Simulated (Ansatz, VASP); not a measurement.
# Two plane-wave programs on CoO

```
CELL_PARAMETERS angstrom
0.00000 2.16073 2.16073
2.16073 0.00000 2.16073
2.16073 2.16073 0.00000
ATOMIC_POSITIONS crystal
Co 0.00000 0.00000 0.00000
O 0.50000 0.50000 0.50000
```

Alike in both runs: task single point; functional RPBE; dispersion D4; k mesh 10 × 10 × 10; occupations gaussian, width 0.05 eV; collinear spin; Hubbard terms Co d U = 3.3 eV.

```csv
,VASP,Ansatz
version,VASP 6.6.1,Ansatz 0.2.0
potentials or method,"VASP PAW PBE potentials, release 64 (Co_sv, O), cutoff 700 eV","scalar-relativistic, plane waves, PAW"
valence electrons in the cell,23,23
```

VASP gave:

- pressure (GPa): -8.5
- net moment per atom (μB): 1.50
- size of the moment on the site where the two differ most (μB): 2.70

Question: Estimate Ansatz's values.

Answer: Pressure (GPa): 0.0; net moment per atom (μB): 1.50; size of the moment on the site where the two differ most (μB): 2.62.

VASP's potentials were made for PBE, not for RPBE. Site moments also hang on the region over which each program counts them. The programs project onto different local orbitals, so the same U acts differently, and such runs can settle in different states. Ansatz's warnings: symmetry narrowed by occupation matrices.
